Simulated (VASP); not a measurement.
Runs of VASP 6.6.1 on Cu. The structure is that of space group P6_3/mmc (No. 194), or close to it. The cells are those of the table. This isn't the form of Cu at room conditions, which is fcc.

| cell | further INCAR settings | gap on the mesh (eV) | pressure (GPa) |
| --- | --- | --- | --- |
| a = 2.486, b = 2.486, c = 4.061 Å, angles 90.0, 90.0, 120.0°, 2 atoms | ALGO = Fast; EDIFF = 1e-07; NBANDS = 18 | none | (b) |
| a = 2.518, b = 2.518, c = 3.794 Å, angles 90.0, 90.0, 120.0°, 2 atoms | ALGO = Fast; EDIFF = 1e-06; NBANDS = 18 | none | (a) |
| a = 2.588, b = 2.588, c = 3.747 Å, angles 90.0, 90.0, 120.0°, 2 atoms | ALGO = Fast; EDIFF = 1e-07; NBANDS = 18 | none | 11.3 |
| a = 2.554, b = 2.554, c = 3.849 Å, angles 90.0, 90.0, 120.0°, 2 atoms | ALGO = Fast; EDIFF = 1e-07; NBANDS = 18 | none | 9.7 |
| a = 2.487, b = 2.487, c = 4.228 Å, angles 90.0, 90.0, 120.0°, 2 atoms | ALGO = Fast; EDIFF = 1e-06; NBANDS = 18 | none | 1.2 |

Alike in all rows: task single point; level PBEsol; potentials or basis VASP PAW PBE potentials, release 64 (Cu); no spin polarisation; k mesh 24 × 24 × 12; cutoff (eV) 520; smearing gaussian 0.15 eV.

Question: Fill in the values left out.

Answer: (a) 19.2; (b) 8.3.

Caveats: the PAW data sets were made with another functional, which shifts forces and pressure a little; the cell stands under pressure (at least some runs).

A gap of «none» marks levels without a gap at the run's occupations.
